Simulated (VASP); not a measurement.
Write the native input for VASP 6.6.1 that does the following.

```yaml
Task: single point
Functional: r2SCAN
Potentials_or_basis: VASP PAW PBE potentials, release 64 (Ti_sv, C)
Cutoff: 520 eV
k_mesh: 15 × 15 × 15
Occupations: fermi-dirac, width 0.1 eV
Spin: no spin polarisation
Dipole_correction: no
Further_INCAR_settings: ALGO = Normal; EDIFF = 1e-07; NBANDS = 15
```

Crystal: TiC (rocksalt type).

```xyz
2
Lattice="0.0000 2.0088 2.0088 2.0088 0.0000 2.0088 2.0088 2.0088 0.0000" Properties=species:S:1:pos:R:3 pbc="T T T"
Ti    0.0000    0.0000    0.0000
C     2.0088    2.0088    2.0088
```

This cell differs from its parent crystal: volume scaled by 0.8.

One way to write it, as run:

POSCAR

```
TiC
1.0
    0.0000000000      2.0087984892      2.0087984892
    2.0087984892      0.0000000000      2.0087984892
    2.0087984892      2.0087984892      0.0000000000
Ti C
1 1
Direct
    0.0000000000      0.0000000000      0.0000000000
    0.5000000000      0.5000000000      0.5000000000
```

INCAR.step1

```
SYSTEM = TiC
PREC = Accurate ; ENCUT = 520
ISMEAR = -1 ; SIGMA = 0.1
LREAL = .False. ; LASPH = .True.
NELM = 60 ; NBANDS = 15
GGA = PE ; ALGO = Normal
EDIFF = 1E-4 ; LWAVE = .True.
LCHARG = .False.
```

INCAR.step2

```
SYSTEM = TiC
PREC = Accurate ; ENCUT = 520
EDIFF = 1E-7 ; ISMEAR = -1
SIGMA = 0.1 ; LREAL = .False.
LASPH = .True. ; NELM = 60
ALGO = Normal ; ISIF = 2
LWAVE = .False. ; LCHARG = .False.
METAGGA = R2SCAN ; LMIXTAU = .True.
NBANDS = 15 ; ISTART = 1
```

KPOINTS

```
Automatic mesh
0
Gamma
  15 15 15
  0 0 0
```

Potentials or basis: VASP PAW PBE potentials, release 64 (Ti_sv, C).

Launch:

```console
$ cat potpaw_PBE.64/Ti_sv/POTCAR potpaw_PBE.64/C/POTCAR > POTCAR
$ cp INCAR.step1 INCAR
$ mpirun -np 1 vasp_std > vasp.out
$ cp INCAR.step2 INCAR
$ mpirun -np 1 vasp_std > vasp.out
```

Results of the run:

```json
{
  "Pressure": "92.1 GPa",
  "Band gap on the k mesh": "zero (band 8 reaches 13.29 eV, above the bottom of band 9 at 11.89 eV)"
}
```

Caveat: the PAW data sets were made with another functional, which shifts forces and pressure a little.

It took 5.8 min on 1 thread of AMD EPYC 7R13 (shared host), peak memory 0.14 GiB.
